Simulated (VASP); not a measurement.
# La2O (antifluorite type) (Fm-3m) in VASP: single point with PBE

Aim: the single point of La2O (antifluorite type) with PBE.

Program: VASP 6.6.1. These are calculated values, not measurements. Logs are shortened: lines on timing, memory, paths and dates and some standing lists are left out, and cuts for length are marked.

### 1 The cell of the first run

It takes space group Fm-3m (No. 225, cubic). Conventional cell: a = 6.513 Å, b = 6.513 Å, c = 6.513 Å, α = 90.00°, β = 90.00°, γ = 90.00°. La (site symmetry -43m) has 4 O at 2.82 Å and 6 La at 3.26 Å within 3.7 Å. Within 3.7 Å of O (site symmetry m-3m) lie 8 La at 2.82 Å.

### 2 Single point, PBE

INCAR reads:

```
  PREC = Accurate
  ENCUT = 520
  EDIFF = 1E-6
  ISMEAR = -1
  SIGMA = 0.06122561905347299
  LREAL = False
  LASPH = True
  NELM = 80
  ALGO = Normal
  ISIF = 2
  LWAVE = False
  LCHARG = True
  GGA = PE
  LELF = True
  LVHAR = True
  NBANDS = 21
```

KPOINTS reads:

```
regular mesh
0
Gamma
  29 29 29
```

POSCAR reads:

```
La2O
1.0
    0.0000000000      3.2565757712      3.2565757712
    3.2565757712      0.0000000000      3.2565757712
    3.2565757712      3.2565757712      0.0000000000
La O
2 1
Direct
    0.2500000000      0.2500000000      0.2500000000
    0.7500000000      0.7500000000      0.7500000000
    0.0000000000      0.0000000000      0.0000000000
```

Potentials or basis: VASP PAW PBE potentials, release 64 (La, O).

Run with:

```
> cat potpaw_PBE.64/La/POTCAR potpaw_PBE.64/O/POTCAR > POTCAR
> mpirun -np 1 vasp_std > vasp.out
```

OUTCAR:

```text
PREC = Accurate
   ENCUT = 520
   EDIFF = 1E-6
   ISMEAR = -1
   LREAL = False
   LASPH = True
   NELM = 80
   ISIF = 2
   GGA = PE

 ion  position               nearest neighbor table
   1  0.250  0.250  0.250-   3 2.82   3 2.82   3 2.82   3 2.82   2 3.26   2 3.26   2 3.26   2 3.26
                             2 3.26   2 3.26
   2  0.750  0.750  0.750-   3 2.82   3 2.82   3 2.82   3 2.82   1 3.26   1 3.26   1 3.26   1 3.26
                             1 3.26   1 3.26
   3  0.000  0.000  0.000-   1 2.82   2 2.82   2 2.82   2 2.82   2 2.82   1 2.82   1 2.82   1 2.82

  LATTYP: Found a face centered cubic cell.
 ALAT       =     6.5131515424

  Lattice vectors:

 A1 = (   0.0000000000,   3.2565757712,   3.2565757712)
 A2 = (   3.2565757712,   0.0000000000,   3.2565757712)
 A3 = (   3.2565757712,   3.2565757712,   0.0000000000)

Analysis of symmetry for initial positions (statically):
=====================================================================
 Subroutine PRICEL returns:
 Original cell was already a primitive cell.

 Routine SETGRP: Setting up the symmetry group for a
 face centered cubic supercell.

 Subroutine GETGRP returns: Found 48 space group operations
 (whereof 48 operations were pure point group operations)
 out of a pool of 48 trial point group operations.

The static configuration has the point symmetry O_h .

Analysis of symmetry for dynamics (positions and initial velocities):
=====================================================================
 Subroutine PRICEL returns:
 Original cell was already a primitive cell.

 Routine SETGRP: Setting up the symmetry group for a
 face centered cubic supercell.

 Subroutine GETGRP returns: Found 48 space group operations
 (whereof 48 operations were pure point group operations)
 out of a pool of 48 trial point group operations.

The dynamic configuration has the point symmetry O_h .

 Subroutine INISYM returns: Found 48 space group operations
 (whereof 48 operations are pure point group operations),
 and found     1 'primitive' translations

----------------------------------------------------------------------------------------

                                     Primitive cell

  volume of cell :      69.0738

  direct lattice vectors                    reciprocal lattice vectors
     0.000000000  3.256575771  3.256575771    -0.153535503  0.153535503  0.153535503
     3.256575771  0.000000000  3.256575771     0.153535503 -0.153535503  0.153535503
     3.256575771  3.256575771  0.000000000     0.153535503  0.153535503 -0.153535503

  length of vectors
     4.605493623  4.605493623  4.605493623     0.265931292  0.265931292  0.265931292

  position of ions in fractional coordinates (direct lattice)
     0.250000000  0.250000000  0.250000000
     0.750000000  0.750000000  0.750000000
     0.000000000  0.000000000  0.000000000

  ion indices of the primitive-cell ions
   primitive index   ion index
                 1           1
                 2           2
                 3           3

----------------------------------------------------------------------------------------

 KPOINTS: regular mesh

Automatic generation of k-mesh.
 Grid dimensions read from file:
 generate k-points for:   29   29   29

 Generating k-lattice:

  Cartesian coordinates                     Fractional coordinates (reciprocal lattice)
    -0.005294328  0.005294328  0.005294328     0.034482759  0.000000000  0.000000000
     0.005294328 -0.005294328  0.005294328     0.000000000  0.034482759  0.000000000
     0.005294328  0.005294328 -0.005294328     0.000000000  0.000000000  0.034482759

  Length of vectors
     0.009170045  0.009170045  0.009170045

  Shift w.r.t. Gamma in fractional coordinates (k-lattice)
     0.000000000  0.000000000  0.000000000

 Subroutine IBZKPT returns following result:
 ===========================================

 Found    680 irreducible k-points:

 Following reciprocal coordinates:
            Coordinates               Weight
  0.000000  0.000000  0.000000      1.000000
  0.034483  0.000000  0.000000      8.000000
  0.068966  0.000000  0.000000      8.000000
  0.103448  0.000000  0.000000      8.000000
  0.137931  0.000000  0.000000      8.000000
  0.172414  0.000000  0.000000      8.000000
[... 16 lines left out ...]
  0.275862  0.034483  0.000000     24.000000
  0.310345  0.034483  0.000000     24.000000
 [... further k-points ...]
   k-points           NKPTS =    680   k-points in BZ     NKDIM =    680   number of bands    NBANDS=     21
   number of dos      NEDOS =    301   number of ions     NIONS =      3
   total plane-waves  NPLWV =  46656
   dimension x,y,z NGX =    36 NGY =   36 NGZ =   36
   dimension x,y,z NGXF=    72 NGYF=   72 NGZF=   72
   ions per type =               2   1
   NGX,Y,Z   is equivalent  to a cutoff of  13.00, 13.00, 13.00 a.u.
   NGXF,Y,Z  is equivalent  to a cutoff of  25.99, 25.99, 25.99 a.u.
 SYSTEM =  unknown system
   PREC   = accura    normal or accurate (medium, high low for compatibility)
   ISTART =      0    job   : 0-new  1-cont  2-samecut
   ICHARG =      2    charge: 1-file 2-atom 10-const
   ISPIN  =      1    spin polarized calculation?
   LNONCOLLINEAR =      F non collinear calculations
   LSORBIT =      F    spin-orbit coupling
   LASPH  =      T    aspherical Exc in radial PAW
   ENCUT  =  520.0 eV  38.22 Ry    6.18 a.u.   8.56  8.56  8.56*2*pi/ulx,y,z
   NELM   =     80;   NELMIN=  2; NELMDL= -5     # of ELM steps
   EDIFF  = 0.1E-05   stopping-criterion for ELM
   LREAL  =      F    real-space projection
   EDIFFG = 0.1E-04   stopping-criterion for IOM
   NSW    =      0    number of steps for IOM
   IBRION =     -1    ionic relax: 0-MD 1-quasi-New 2-CG
   NFREE  =      0    steps in history (QN), initial steepest desc. (CG)
   ISIF   =      2    stress and relaxation
   ISYM   =      2    0-nonsym 1-usesym 2-fastsym
   POTIM  = 0.5000    time-step for ionic-motion
   TEBEG  =    0.0;   TEEND  =   0.0 temperature during run
   PSTRESS=    0.0 pullay stress
   NELECT =      28.0000    total number of electrons
   NUPDOWN=      -1.0000    fix difference up-down
   EMIN   =  10.00;   EMAX   =-10.00  energy-range for DOS
   EFERMI =   0.00;   METHOD = LEGACY
   ISMEAR =    -1;   SIGMA  =   0.06  broadening in eV -4-tet -1-fermi 0-gaus
   EFERMI_NEDOS =   21; number of points for ismear=-14 and -15
   IALGO  =     38    algorithm
   IMIX   =      4    mixing-type and parameters
     AMIX     =   0.40;   BMIX     =  1.00
     AMIX_MAG =   1.60;   BMIX_MAG =  1.00
  volume/ion in A,a.u.               =      23.02       155.38
  Fermi-wavevector in a.u.,A,eV,Ry     =   1.211592  2.289576 19.972736  1.467955
  Thomas-Fermi vector in A             =   2.347103
   LORBIT       =      0    0 simple, 1 ext, 2 COOP (PROOUT), +10 PAW based schemes
   GGA     = PE    functional components
   LHFCALC =     F    Hartree Fock is set to
   AEXX    =    0.0000 exact exchange contribution
   IVDW    =     0    specifies the selected vdW correction
   LEPSILON=     F    determine dielectric tensor
   LRPA    =     F    only Hartree local field effects (RPA)
 non-spin polarized calculation
  energy-cutoff  :      520.00
  volume of cell :       69.07
 maximum number of plane-waves:      1880
   NGX = 17   NGY = 17   NGZ = 17

 number of electron      27.9999996 magnetization

 Free energy of the ion-electron system (eV)
  ---------------------------------------------------
  ext. energy  EPLUGINS =         0.00000000
  ---------------------------------------------------
  free energy    TOTEN  =       -18.39419024 eV

  energy without entropy =      -18.36335178  energy(sigma->0) =      -18.37877101

 E-fermi :   9.6580     XC(G=0): -10.4208

 val. band max:        9.6569475541   @ k =  -0.2759   0.4828   0.2414
 cond. band min:       9.6581467763   @ k =  -0.4138   0.3103   0.1034
 fundamental gap:      0.0011992222
 Fermi energy:         9.6579652362

 k-point     1 :       0.0000    0.0000    0.0000
  band No.  band energies     occupation
      1     -23.8037      2.00000
      2     -22.9309      2.00000
      3      -8.8913      2.00000
      4      -7.8762      2.00000
      5      -7.8762      2.00000
      6      -7.8762      2.00000
[... 13 lines left out ...]
     20      11.3316      0.00000
     21      11.4022      0.00000

 k-point     2 :       0.0345    0.0000    0.0000
  band No.  band energies     occupation
      1     -23.8011      2.00000
      2     -22.9335      2.00000
      3      -8.8982      2.00000
      4      -7.8742      2.00000
      5      -7.8730      2.00000
      6      -7.8730      2.00000
[... 13 lines left out ...]
     20      11.3332      0.00000
     21      11.3374      0.00000

 k-point     3 :       0.0690    0.0000    0.0000
  band No.  band energies     occupation
      1     -23.7935      2.00000
      2     -22.9411      2.00000
      3      -8.9185      2.00000
      4      -7.8676      2.00000
      5      -7.8635      2.00000
      6      -7.8635      2.00000
[... 13 lines left out ...]
     20      11.3357      0.00000
     21      11.3381      0.00000

 k-point     4 :       0.1034    0.0000    0.0000
  band No.  band energies     occupation
      1     -23.7809      2.00000
      2     -22.9538      2.00000
      3      -8.9518      2.00000
      4      -7.8545      2.00000
      5      -7.8477      2.00000
      6      -7.8477      2.00000
[... 13 lines left out ...]
     20      11.3221      0.00000
     21      11.3503      0.00000

 k-point     5 :       0.1379    0.0000    0.0000
  band No.  band energies     occupation
      1     -23.7634      2.00000
      2     -22.9713      2.00000
      3      -8.9969      2.00000
      4      -7.8329      2.00000
      5      -7.8255      2.00000
      6      -7.8255      2.00000
[... 13 lines left out ...]
     20      11.3261      0.00000
     21      11.4078      0.00000
[... 382 lines left out ...]
     20      11.3331      0.00000
     21      11.3824      0.00000

 k-point    22 :       0.2414    0.0345    0.0000
  band No.  band energies     occupation
      1     -23.6930      2.00000
      2     -23.0416      2.00000
      3      -9.1639      2.00000
      4      -7.7912      2.00000
      5      -7.7725      2.00000
      6      -7.6295      2.00000
[... 13 lines left out ...]
     20      11.3310      0.00000
     21      11.3846      0.00000

 k-point    23 :       0.2759    0.0345    0.0000
  band No.  band energies     occupation
      1     -23.6601      2.00000
      2     -23.0745      2.00000
      3      -9.2298      2.00000
      4      -7.7531      2.00000
      5      -7.7243      2.00000
      6      -7.5709      2.00000
[... 13 lines left out ...]
     20      11.3158      0.00000
     21      11.3563      0.00000

 k-point    24 :       0.3103    0.0345    0.0000
  band No.  band energies     occupation
      1     -23.6237      2.00000
      2     -23.1109      2.00000
      3      -9.2937      2.00000
      4      -7.7086      2.00000
      5      -7.6699      2.00000
      6      -7.5077      2.00000
[... 13 lines left out ...]
     20      11.2889      0.00000
     21      11.3575      0.00000

 [... further k-points ...]
[... 5 lines left out ...]
  --------------------------------------------------------------------------------------
  -------------------------------------------------------------------------------------
  Total       -1.6443679     -1.6443679     -1.6443679     -0.0000000      0.0000000     -0.0000000
  in kB      -38.1413464    -38.1413464    -38.1413464     -0.0000000      0.0000000     -0.0000000
  external PRESSURE =     -38.1413464 kB  Pullay stress =       0.0000000 kB

 VOLUME and BASIS-vectors are now :
 -----------------------------------------------------------------------------
  energy-cutoff  :      520.00
  volume of cell :       69.07
      direct lattice vectors                 reciprocal lattice vectors
     0.000000000  3.256575771  3.256575771    -0.153535503  0.153535503  0.153535503
     3.256575771  0.000000000  3.256575771     0.153535503 -0.153535503  0.153535503
     3.256575771  3.256575771  0.000000000     0.153535503  0.153535503 -0.153535503

 POSITION                                       TOTAL-FORCE (eV/Angst)
 -----------------------------------------------------------------------------------
      1.62829      1.62829      1.62829         0.000000      0.000000      0.000000
      4.88486      4.88486      4.88486        -0.000000     -0.000000     -0.000000
      0.00000      0.00000      0.00000        -0.000000      0.000000      0.000000
 -----------------------------------------------------------------------------------
    total drift:                                0.000000      0.000000      0.000000

  FREE ENERGIE OF THE ION-ELECTRON SYSTEM (eV)
  ---------------------------------------------------
  free  energy   TOTEN  =       -18.3941902420 eV

  energy  without entropy=      -18.3633517822  energy(sigma->0) =      -18.37877101
```

Wall time 8.3 min (1 thread of Intel Xeon 6975P-C (Granite Rapids), shared host); peak memory 1 GiB.

What came out:

- Free energy: -18.3942 eV
- Pressure: -3.8 GPa
- Band gap on the k mesh: zero (bands 14 and 15 overlap by 2.18 eV)

Caveat: the cell stands under tension; spin-orbit coupling is left out, which moves the levels of the heavy elements.
